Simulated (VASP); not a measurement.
# RbBr (I4mm) in VASP: further runs, part 2 of 2

VASP 6.6.1. The steps go on from the part before.

### 3 Relaxation of cell and atoms, PBE

Input file INCAR:

```
SYSTEM = RbBr
  PREC = Accurate
  ENCUT = 500
  EDIFF = 1E-7
  ISMEAR = 0
  SIGMA = 0.1
  LREAL = .FALSE.
  LASPH = .TRUE.
  NELM = 120
  ALGO = Normal
  ISIF = 3
  LWAVE = .FALSE.
  LCHARG = .FALSE.
  GGA = PE
  IBRION = 2
  NSW = 90
  EDIFFG = -0.04
  GGA_COMPAT = .FALSE.
  NELMIN = 4
```

Input file KPOINTS:

```
regular mesh
0
G
  4 4 4
  0 0 0
```

Input file POSCAR:

```
RbBr
1.0
   -2.8016637500      2.8016637500      3.0162739400
    2.8016637500     -2.8016637500      3.0162739400
    2.8016637500      2.8016637500     -3.0162739400
Rb Br
1 1
Direct
    0.5867932700      0.5867932700      0.0000000000
    0.1517817400      0.1517817400      0.0000000000
```

Potentials or basis: VASP PAW PBE potentials, release 64 (Rb_sv, Br).

Launch:

```
$ cat potpaw_PBE.64/Rb_sv/POTCAR potpaw_PBE.64/Br/POTCAR > POTCAR
$ mpirun -np 1 vasp_std > vasp.out
```

OUTCAR:

```text
SYSTEM = RbBr
   PREC = Accurate
   ENCUT = 500
   EDIFF = 1E-7
   ISMEAR = 0
   LREAL = .FALSE.
   LASPH = .TRUE.
   NELM = 120
   ISIF = 3
   GGA = PE
   IBRION = 2
   NSW = 90
   EDIFFG = -0.04
   NELMIN = 4

 ion  position               nearest neighbor table
   1  0.587  0.587  0.000-   2 2.62   2 3.41   2 3.98   2 3.98   2 3.98   2 3.98
   2  0.152  0.152  0.000-   1 2.62   1 3.41   1 3.98   1 3.98   1 3.98   1 3.98

  LATTYP: Found a body centered tetragonal cell.
 ALAT       =     5.6033275000
 C/A-ratio  =     1.0766009804

  Lattice vectors:

 A1 = (  -2.8016637500,   2.8016637500,   3.0162739400)
 A2 = (   2.8016637500,  -2.8016637500,   3.0162739400)
 A3 = (   2.8016637500,   2.8016637500,  -3.0162739400)

Analysis of symmetry for initial positions (statically):
=====================================================================
 Subroutine PRICEL returns:
 Original cell was already a primitive cell.

 Routine SETGRP: Setting up the symmetry group for a
 body centered tetragonal supercell.

 Subroutine GETGRP returns: Found  8 space group operations
 (whereof  8 operations were pure point group operations)
 out of a pool of 16 trial point group operations.

The static configuration has the point symmetry C_4v.

Analysis of symmetry for dynamics (positions and initial velocities):
=====================================================================
 Subroutine PRICEL returns:
 Original cell was already a primitive cell.

 Routine SETGRP: Setting up the symmetry group for a
 body centered tetragonal supercell.

 Subroutine GETGRP returns: Found  8 space group operations
 (whereof  8 operations were pure point group operations)
 out of a pool of 16 trial point group operations.

The dynamic configuration has the point symmetry C_4v.

 Subroutine INISYM returns: Found  8 space group operations
 (whereof  8 operations are pure point group operations),
[... 108 lines left out ...]
   LORBIT       =      0    0 simple, 1 ext, 2 COOP (PROOUT), +10 PAW based schemes
   GGA     = PE    functional components
   LHFCALC =     F    Hartree Fock is set to
   AEXX    =    0.0000 exact exchange contribution
   IVDW    =     0    specifies the selected vdW correction
   LEPSILON=     F    determine dielectric tensor
   LRPA    =     F    only Hartree local field effects (RPA)
 conjugate gradient relaxation of ions
 non-spin polarized calculation
 Gauss-broadening in eV      SIGMA  =   0.10
  energy-cutoff  :      500.00
  volume of cell :       94.70
 maximum number of plane-waves:      2430
   NGX = 19   NGY = 19   NGZ = 19

--------------------------------------- Ionic step        1  -------------------------------------------

 number of electron      16.0000002 magnetization

 Free energy of the ion-electron system (eV)
  ---------------------------------------------------
  ext. energy  EPLUGINS =         0.00000000
  ---------------------------------------------------
  free energy    TOTEN  =        -5.16626223 eV

  energy without entropy =       -5.16626223  energy(sigma->0) =       -5.16626223

------------------------ aborting loop because EDIFF is reached ----------------------------------------

  FORCE on cell =-STRESS in cart. coord.  units (eV):
  Direction    XX          YY          ZZ          XY          YZ          ZX
  --------------------------------------------------------------------------------------
  -------------------------------------------------------------------------------------
  Total       -0.6704637     -0.6704637      9.2145854      0.0000000      0.0000000      0.0000000
  in kB      -11.3428719    -11.3428719    155.8919126      0.0000000      0.0000000      0.0000000
  external PRESSURE =      44.4020563 kB  Pullay stress =       0.0000000 kB
[... 89 lines left out ...]
  FREE ENERGIE OF THE ION-ELECTRON SYSTEM (eV)
  ---------------------------------------------------
  free  energy   TOTEN  =        -5.9600799931 eV

  energy  without entropy=       -5.9600799931  energy(sigma->0) =       -5.96007999

[... ionic steps 4 to 8 ...]

--------------------------------------- Ionic step        9  -------------------------------------------

 number of electron      15.9999999 magnetization

------------------------ aborting loop because EDIFF is reached ----------------------------------------
[... 67 lines left out ...]
--------------------------------------- Ionic step       11  -------------------------------------------

 number of electron      15.9999999 magnetization

 Free energy of the ion-electron system (eV)
  ---------------------------------------------------
  ext. energy  EPLUGINS =         0.00000000
  ---------------------------------------------------
  free energy    TOTEN  =        -6.11354234 eV

  energy without entropy =       -6.11354234  energy(sigma->0) =       -6.11354234

 E-fermi :  -1.5562     XC(G=0):  -6.9717

 val. band max:       -1.9913659085   @ k =   0.0000   0.0000   0.0000
 cond. band min:       2.2049299452   @ k =   0.0000   0.0000   0.0000
 fundamental gap:      4.1962958537
 Fermi energy:        -1.5562011674

 k-point     1 :       0.0000    0.0000    0.0000
  band No.  band energies     occupation
      1     -26.5526      2.00000
      2     -14.1117      2.00000
      3     -10.6241      2.00000
      4     -10.6239      2.00000
      5     -10.6239      2.00000
      6      -1.9972      2.00000
      7      -1.9914      2.00000
      8      -1.9914      2.00000
      9       2.2049      0.00000
     10       5.2313      0.00000
     11       5.2775      0.00000
     12       5.2775      0.00000
[... 207 lines left out ...]
  FREE ENERGIE OF THE ION-ELECTRON SYSTEM (eV)
  ---------------------------------------------------
  free  energy   TOTEN  =        -6.1135423432 eV

  energy  without entropy=       -6.1135423432  energy(sigma->0) =       -6.11354234

 reached required accuracy - stopping structural energy minimisation
```

OSZICAR:

```text
N       E                     dE             d eps       ncg     rms          rms(c)
DAV:   1     0.876505859864E+02    0.87651E+02   -0.61014E+03   312   0.103E+03
DAV:   2     0.606953768837E+00   -0.87044E+02   -0.81120E+02   468   0.191E+02
DAV:   3    -0.539895652239E+01   -0.60059E+01   -0.59845E+01   420   0.558E+01
[... 126 lines left out ...]
DAV:   5    -0.611353802700E+01   -0.47541E-06   -0.74047E-05   368   0.612E-02    0.107E-02
DAV:   6    -0.611354053640E+01   -0.25094E-05   -0.51362E-06   392   0.153E-02    0.469E-03
DAV:   7    -0.611354201496E+01   -0.14786E-05   -0.14695E-06   348   0.101E-02    0.131E-03
DAV:   8    -0.611354224642E+01   -0.23147E-06   -0.97301E-08   280   0.255E-03    0.514E-04
DAV:   9    -0.611354234322E+01   -0.96793E-07   -0.41905E-08   244   0.165E-03
  11 F= -.61135423E+01 E0= -.61135423E+01  d E =-.463913E-02
```

CONTCAR:

```text
RbBr
   1.00000000000000
    -2.4712847331447478    2.4712847331447478    3.5234447400046522
     2.4712847331447478   -2.4712847331447478    3.5234447400046522
     2.4712847331447478    2.4712847331447478   -3.5234447400046522
  Rb              Br
     1     1
Direct
     0.6161033019293849    0.6161033019293849    0.0000000000000000
     0.1224717080706132    0.1224717080706132    0.0000000000000000

  0.00000000E+00  0.00000000E+00  0.00000000E+00
  0.00000000E+00  0.00000000E+00  0.00000000E+00
```

Run time: 4.2 min. Hardware: 1 thread of Intel Xeon 8259CL, shared host; peak memory 0.21 GiB.

What came out:

- Free energy: -6.1135 eV
- Relaxed volume: 43.04 Å³/atom
- Relaxed cell: a = 4.963 Å, b = 4.963 Å, c = 4.963 Å, α = 120.27°, β = 120.27°, γ = 89.53°
- Space group after relaxing (to 0.1 Å): Fm-3m (No. 225)
- Energy gained by relaxing: 473.6 meV/atom
- Ionic steps: 11
- Pressure after relaxing: 0.1 GPa
- Largest force after relaxing: 0.037 eV/Å
- Band gap on the k mesh: 4.20 eV

Forces on the atoms (eV/Å):
```
Rb   0.000  0.000  0.037
Br   0.000  0.000 -0.037
```

Step by step:
```tsv
step	energy change (eV)	largest force (eV/Å)	pressure (GPa)	volume (Å³)
1	0.0000	3.2753	4.44	94.70
2	-0.7780	0.0311	-1.57	112.04
3	-0.7938	0.2299	-1.03	106.42
4	-0.7975	0.1293	-1.28	108.33
5	-0.7977	0.1540	-1.22	107.78
6	-0.8495	0.1452	-1.07	102.18
7	-0.9421	0.0977	0.07	86.41
8	-0.9424	0.0902	0.30	84.71
9	-0.9426	0.0930	0.21	85.35
10	-0.9464	0.0597	0.13	85.73
11	-0.9473	0.0370	0.07	86.07
```

Final structure:
```xyz
2
Lattice="-2.4713 2.4713 3.5234 2.4713 -2.4713 3.5234 2.4713 2.4713 -3.5234" Properties=species:S:1:pos:R:3 pbc="T T T"
Rb    0.0000    0.0000    4.3416
Br    0.0000    0.0000    0.8630
```
